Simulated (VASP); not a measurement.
# Be3AgRh4 (P1) in VASP: single point with PBE

Aim: the single point of Be3AgRh4 with PBE.

Everything below comes from runs of VASP 6.6.1. Logs are shortened: lines on timing, memory, paths and dates and some standing lists are left out, and cuts for length are marked.

**1. The cell of the first run**

The typed cell holds 8 atoms: a = 2.753 Å, b = 2.752 Å, c = 15.157 Å, α = 89.99°, β = 89.99°, γ = 119.99°.

**2. Single point, PBE**

Input file INCAR:

```
PREC     = Accurate       # precision mode
ENCUT    = 520            # plane-wave cutoff, eV
EDIFF    = 1E-6           # SCF threshold, eV
ISMEAR   = 0              # smearing method
SIGMA    = 0.2            # smearing width, eV
LREAL    = False          # projectors in reciprocal space
LASPH    = True           # aspherical terms in the spheres
NELM     = 80             # most SCF steps
ALGO     = Fast           # electronic algorithm
ISIF     = 2              # what is computed and relaxed
LWAVE    = False          # write WAVECAR
LCHARG   = False          # write CHGCAR
GGA      = PE             # functional
NBANDS   = 48             # bands
```

Input file KPOINTS:

```
Automatic mesh
0
Gamma
  12 12 2
```

Input file POSCAR:

```
Be3AgRh4
1.0
    2.7527984242      0.0003387377      0.0002776151
   -1.3761142945      2.3835196699      0.0000891039
    0.0012433840      0.0021298182     15.1565653095
Be Ag Rh
3 1 4
Direct
    0.6662732466      0.3333487035      0.5000000250
    0.3341271278      0.6673558950      0.2710828998
    0.3329226313      0.6662525702      0.7289070599
    0.6661017801      0.3331906975      0.0000037980
    1.0012736386      1.0011801811      0.1608697443
   -0.0006283409     -0.0005079038      0.6136685291
    1.0008796690      1.0006376877      0.3863414676
   -0.0009497525     -0.0014578312      0.8391264763
```

Potentials or basis: VASP PAW PBE potentials, release 64 (Be, Ag, Rh_pv).

On the command line:

```console
cat potpaw_PBE.64/Be/POTCAR potpaw_PBE.64/Ag/POTCAR potpaw_PBE.64/Rh_pv/POTCAR > POTCAR
mpirun -np 1 vasp_std > vasp.out
```

OUTCAR:

```text
PREC = Accurate
   ENCUT = 520
   EDIFF = 1E-6
   ISMEAR = 0
   LREAL = False
   LASPH = True
   NELM = 80
   ISIF = 2
   GGA = PE

 ion  position               nearest neighbor table
   1  0.666  0.333  0.500-   7 2.34   6 2.34   6 2.34   6 2.34   7 2.34   7 2.34
   2  0.334  0.667  0.271-   5 2.31   5 2.31   5 2.31   7 2.36   7 2.36   7 2.36
   3  0.333  0.666  0.729-   8 2.30   8 2.31   8 2.31   6 2.36   6 2.36   6 2.36
   4  0.666  0.333  0.000-   5 2.91   8 2.91   5 2.91   8 2.91   8 2.91   5 2.91
   5  0.001  0.001  0.161-   2 2.31   2 2.31   2 2.31   4 2.91   4 2.91   4 2.91
   6  0.999  0.999  0.614-   1 2.34   1 2.34   1 2.34   3 2.36   3 2.36   3 2.36
   7  0.001  0.001  0.386-   1 2.34   1 2.34   1 2.34   2 2.36   2 2.36   2 2.36
   8  0.999  0.999  0.839-   3 2.30   3 2.31   3 2.31   4 2.91   4 2.91   4 2.91

  LATTYP: Found a base centered monoclinic cell.
 ALAT       =    61.1837370544
 B/A-ratio  =     0.0779183168
 C/A-ratio  =     0.2517617972
 COS(beta)  =    -0.9990195673

  Lattice vectors:

 A1 = (  -0.0019169328,   4.7631184411, -30.3126747961)
 A2 = (   4.1269957859,   2.3799375089, -30.3124862849)
 A3 = (  -1.3754407457,  -2.3817285894,  15.1561985905)

Analysis of symmetry for initial positions (statically):
=====================================================================
 Subroutine PRICEL returns:
 Original cell was already a primitive cell.

 Routine SETGRP: Setting up the symmetry group for a
 base centered monoclinic supercell.

 Subroutine GETGRP returns: Found  1 space group operations
 (whereof  1 operations were pure point group operations)
 out of a pool of  4 trial point group operations.

The static configuration has the point symmetry C_1 .

Analysis of symmetry for dynamics (positions and initial velocities):
=====================================================================
 Subroutine PRICEL returns:
 Original cell was already a primitive cell.

 Routine SETGRP: Setting up the symmetry group for a
 base centered monoclinic supercell.

 Subroutine GETGRP returns: Found  1 space group operations
 (whereof  1 operations were pure point group operations)
 out of a pool of  4 trial point group operations.

The dynamic configuration has the point symmetry C_1 .

 Subroutine INISYM returns: Found  1 space group operations
 (whereof  1 operations are pure point group operations),
 and found     1 'primitive' translations

----------------------------------------------------------------------------------------

                                     Primitive cell

  volume of cell :      99.4546

  direct lattice vectors                    reciprocal lattice vectors
     2.752798424  0.000338738  0.000277615     0.363240900  0.209715492 -0.000059268
    -1.376114295  2.383519670  0.000089104    -0.000051617  0.419517820 -0.000058947
     0.001243384  0.002129818 15.156565309    -0.000006653 -0.000006308  0.065978010

  length of vectors
     2.752798459  2.752245733 15.156565510     0.419433598  0.419517827  0.065978011

  position of ions in fractional coordinates (direct lattice)
     0.666273247  0.333348704  0.500000025
     0.334127128  0.667355895  0.271082900
     0.332922631  0.666252570  0.728907060
     0.666101780  0.333190698  0.000003798
     0.001273639  0.001180181  0.160869744
     0.999371659  0.999492096  0.613668529
     0.000879669  0.000637688  0.386341468
     0.999050248  0.998542169  0.839126476

  ion indices of the primitive-cell ions
   primitive index   ion index
                 1           1
                 2           2
                 3           3
                 4           4
                 5           5
                 6           6
                 7           7
                 8           8

----------------------------------------------------------------------------------------

 KPOINTS: Automatic mesh

Automatic generation of k-mesh.
 Grid dimensions read from file:
 generate k-points for:   12   12    2

 Generating k-lattice:

  Cartesian coordinates                     Fractional coordinates (reciprocal lattice)
     0.030270075  0.017476291 -0.000004939     0.083333333 -0.000000000  0.000000000
    -0.000004301  0.034959818 -0.000004912     0.000000000  0.083333333 -0.000000000
    -0.000003326 -0.000003154  0.032989005     0.000000000  0.000000000  0.500000000

  Length of vectors
     0.034952800  0.034959819  0.032989005

  Shift w.r.t. Gamma in fractional coordinates (k-lattice)
     0.000000000  0.000000000  0.000000000

 -----------------------------------------------------------------------------
|                                                                             |
|           W    W    AA    RRRRR   N    N  II  N    N   GGGG   !!!           |
|           W    W   A  A   R    R  NN   N  II  NN   N  G    G  !!!           |
|           W    W  A    A  R    R  N N  N  II  N N  N  G       !!!           |
|           W WW W  AAAAAA  RRRRR   N  N N  II  N  N N  G  GGG   !            |
|           WW  WW  A    A  R   R   N   NN  II  N   NN  G    G                |
|           W    W  A    A  R    R  N    N  II  N    N   GGGG   !!!           |
|                                                                             |
|     Your reciprocal lattice and k-lattice belong to different lattice       |
|     classes:                                                                |
|                                                                             |
|        The reciprocal lattice is base-centered monoclinic,                  |
|        whereas your k-lattice is triclinic.                                 |
|                                                                             |
|     Results are often still useful ...                                      |
|                                                                             |
 -----------------------------------------------------------------------------

 Subroutine IBZKPT returns following result:
 ===========================================

 Found    148 irreducible k-points:

 Following reciprocal coordinates:
            Coordinates               Weight
  0.000000  0.000000  0.000000      1.000000
  0.083333 -0.000000  0.000000      2.000000
  0.166667 -0.000000 -0.000000      2.000000
  0.250000 -0.000000 -0.000000      2.000000
  0.333333 -0.000000  0.000000      2.000000
  0.416667 -0.000000 -0.000000      2.000000
[... 16 lines left out ...]
 -0.250000  0.166667  0.000000      2.000000
  0.166667  0.166667  0.000000      2.000000
 [... further k-points ...]
   k-points           NKPTS =    148   k-points in BZ     NKDIM =    148   number of bands    NBANDS=     48
   number of dos      NEDOS =    301   number of ions     NIONS =      8
   total plane-waves  NPLWV =  48000
   dimension x,y,z NGX =    20 NGY =   20 NGZ =  120
   dimension x,y,z NGXF=    40 NGYF=   40 NGZF=  240
   ions per type =               3   1   4
   NGX,Y,Z   is equivalent  to a cutoff of  12.08, 12.08, 13.16 a.u.
   NGXF,Y,Z  is equivalent  to a cutoff of  24.16, 24.16, 26.32 a.u.
 SYSTEM =  unknown system
   PREC   = accura    normal or accurate (medium, high low for compatibility)
   ISTART =      0    job   : 0-new  1-cont  2-samecut
   ICHARG =      2    charge: 1-file 2-atom 10-const
   ISPIN  =      1    spin polarized calculation?
   LNONCOLLINEAR =      F non collinear calculations
   LSORBIT =      F    spin-orbit coupling
   LASPH  =      T    aspherical Exc in radial PAW
   ENCUT  =  520.0 eV  38.22 Ry    6.18 a.u.   5.12  5.12 28.18*2*pi/ulx,y,z
   NELM   =     80;   NELMIN=  2; NELMDL= -5     # of ELM steps
   EDIFF  = 0.1E-05   stopping-criterion for ELM
   LREAL  =      F    real-space projection
   EDIFFG = 0.1E-04   stopping-criterion for IOM
   NSW    =      0    number of steps for IOM
   IBRION =     -1    ionic relax: 0-MD 1-quasi-New 2-CG
   NFREE  =      0    steps in history (QN), initial steepest desc. (CG)
   ISIF   =      2    stress and relaxation
   ISYM   =      2    0-nonsym 1-usesym 2-fastsym
   POTIM  = 0.5000    time-step for ionic-motion
   TEBEG  =    0.0;   TEEND  =   0.0 temperature during run
   PSTRESS=    0.0 pullay stress
   NELECT =      77.0000    total number of electrons
   NUPDOWN=      -1.0000    fix difference up-down
   EMIN   =  10.00;   EMAX   =-10.00  energy-range for DOS
   EFERMI =   0.00;   METHOD = LEGACY
   ISMEAR =     0;   SIGMA  =   0.20  broadening in eV -4-tet -1-fermi 0-gaus
   EFERMI_NEDOS =   21; number of points for ismear=-14 and -15
   IALGO  =     68    algorithm
   IMIX   =      4    mixing-type and parameters
     AMIX     =   0.40;   BMIX     =  1.00
     AMIX_MAG =   1.60;   BMIX_MAG =  1.00
  volume/ion in A,a.u.               =      12.43        83.89
  Fermi-wavevector in a.u.,A,eV,Ry     =   1.503246  2.840724 30.745758  2.259749
  Thomas-Fermi vector in A             =   2.614382
   LORBIT       =      0    0 simple, 1 ext, 2 COOP (PROOUT), +10 PAW based schemes
   GGA     = PE    functional components
   LHFCALC =     F    Hartree Fock is set to
   AEXX    =    0.0000 exact exchange contribution
   IVDW    =     0    specifies the selected vdW correction
   LEPSILON=     F    determine dielectric tensor
   LRPA    =     F    only Hartree local field effects (RPA)
 non-spin polarized calculation
 RMM-DIIS sequential band-by-band and
 Gauss-broadening in eV      SIGMA  =   0.20
  energy-cutoff  :      520.00
  volume of cell :       99.45
 maximum number of plane-waves:      2699
   NGX = 11   NGY = 11   NGZ = 57

 number of electron      76.9999995 magnetization

 Free energy of the ion-electron system (eV)
  ---------------------------------------------------
  ext. energy  EPLUGINS =         0.00000000
  ---------------------------------------------------
  free energy    TOTEN  =       -45.29237740 eV

  energy without entropy =      -45.19366530  energy(sigma->0) =      -45.24302135

 E-fermi :   9.0003     XC(G=0): -12.6057

 val. band max:        8.9365402718   @ k =  -0.0000   0.0833   0.5000
 cond. band min:       9.0216432442   @ k =   0.5000   0.0833  -0.0000
 fundamental gap:      0.0851029724
 Fermi energy:         9.0003084702

 k-point     1 :       0.0000    0.0000    0.0000
  band No.  band energies     occupation
      1     -36.9590      2.00000
      2     -36.9444      2.00000
      3     -36.9094      2.00000
      4     -36.9088      2.00000
      5     -36.9085      2.00000
      6     -36.9079      2.00000
[... 40 lines left out ...]
     47      19.9598      0.00000
     48      19.9645      0.00000

 k-point     2 :       0.0833   -0.0000    0.0000
  band No.  band energies     occupation
      1     -36.9545      2.00000
      2     -36.9401      2.00000
      3     -36.9400      2.00000
      4     -36.9392      2.00000
      5     -36.9162      2.00000
      6     -36.9153      2.00000
[... 40 lines left out ...]
     47      19.4748      0.00000
     48      19.8049      0.00000

 k-point     3 :       0.1667   -0.0000   -0.0000
  band No.  band energies     occupation
      1     -37.0237      2.00000
      2     -37.0227      2.00000
      3     -36.9424      2.00000
      4     -36.9362      2.00000
      5     -36.9353      2.00000
      6     -36.9280      2.00000
[... 1060 lines left out ...]
     47      17.9254      0.00000
     48      17.9979      0.00000

 k-point    24 :       0.1667    0.1667    0.0000
  band No.  band energies     occupation
      1     -37.1711      2.00000
      2     -37.1701      2.00000
      3     -37.0286      2.00000
      4     -37.0285      2.00000
      5     -36.9992      2.00000
      6     -36.9982      2.00000
[... 40 lines left out ...]
     47      16.5278      0.00000
     48      16.9962      0.00000

 [... further k-points ...]
[... 5 lines left out ...]
  --------------------------------------------------------------------------------------
  -------------------------------------------------------------------------------------
  Total       -0.0114165     -0.0014489     -0.0438075     -0.0100103      0.0045800     -0.0021030
  in kB       -0.1839164     -0.0233406     -0.7057225     -0.1612619      0.0737817     -0.0338792
  external PRESSURE =      -0.3043265 kB  Pullay stress =       0.0000000 kB

 VOLUME and BASIS-vectors are now :
 -----------------------------------------------------------------------------
  energy-cutoff  :      520.00
  volume of cell :       99.45
      direct lattice vectors                 reciprocal lattice vectors
     2.752798424  0.000338738  0.000277615     0.363240900  0.209715492 -0.000059268
    -1.376114295  2.383519670  0.000089104    -0.000051617  0.419517820 -0.000058947
     0.001243384  0.002129818 15.156565309    -0.000006653 -0.000006308  0.065978010

 POSITION                                       TOTAL-FORCE (eV/Angst)
 -----------------------------------------------------------------------------------
      1.37601      0.79583      7.57850         0.003262     -0.000033      0.000750
      0.00176      1.59135      4.10884         0.001262      0.001419      0.004794
      0.00054      1.58969     11.04788         0.000092     -0.003226     -0.002790
      1.37514      0.79439      0.00027         0.001432      0.000016     -0.000628
      0.00208      0.00316      2.43823        -0.002112     -0.002813     -0.012161
      1.37642      2.38395      9.30147         0.000831      0.001771     -0.001500
      0.00202      0.00234      5.85561        -0.003816     -0.001789     -0.000755
      1.37712      2.38217     12.71864        -0.000951      0.004655      0.012289
 -----------------------------------------------------------------------------------
    total drift:                               -0.000020     -0.000003     -0.000708

  FREE ENERGIE OF THE ION-ELECTRON SYSTEM (eV)
  ---------------------------------------------------
  free  energy   TOTEN  =       -45.2923773984 eV

  energy  without entropy=      -45.1936653022  energy(sigma->0) =      -45.24302135
```

Run time: 14 min. Hardware: 1 thread of Intel Xeon Platinum 8259CL at 2.50GHz (Skylake/Cascade Lake), shared host; peak memory 0.64 GiB.

What came out:

| Quantity | Value |
| --- | --- |
| Free energy | -45.2924 eV |
| Pressure | 0.0 GPa |
| Largest force | 0.013 eV/Å |

Forces on the atoms (eV/Å):
```
Be   0.003  0.000  0.001
Be   0.001  0.001  0.005
Be   0.000 -0.003 -0.003
Ag   0.001  0.000 -0.001
Rh  -0.002 -0.003 -0.012
Rh   0.001  0.002 -0.002
Rh  -0.004 -0.002 -0.001
Rh  -0.001  0.005  0.012
```

Levels at points of the mesh, in eV from the Fermi level:
```
           k point  band 35  band 36  band 37  band 38  band 39  band 40
(0.00, 0.00, 0.00)    -0.64    -0.64    -0.46    -0.46    -0.44    -0.16
(0.50, 0.00, 0.00)     0.14     0.27     0.88     0.88     1.02     1.02
(0.00, 0.50, 0.00)     0.14     0.27     0.88     0.89     1.02     1.02
(0.50, 0.50, 0.00)     0.14     0.27     0.88     0.89     1.02     1.02
(0.00, 0.00, 0.50)    -0.89    -0.64    -0.64    -0.46    -0.46    -0.15
(0.50, 0.00, 0.50)     0.13     0.88     0.88     1.02     1.02     1.05
(0.00, 0.50, 0.50)     0.13     0.88     0.89     1.02     1.02     1.05
(0.50, 0.50, 0.50)     0.13     0.88     0.89     1.02     1.02     1.05
```
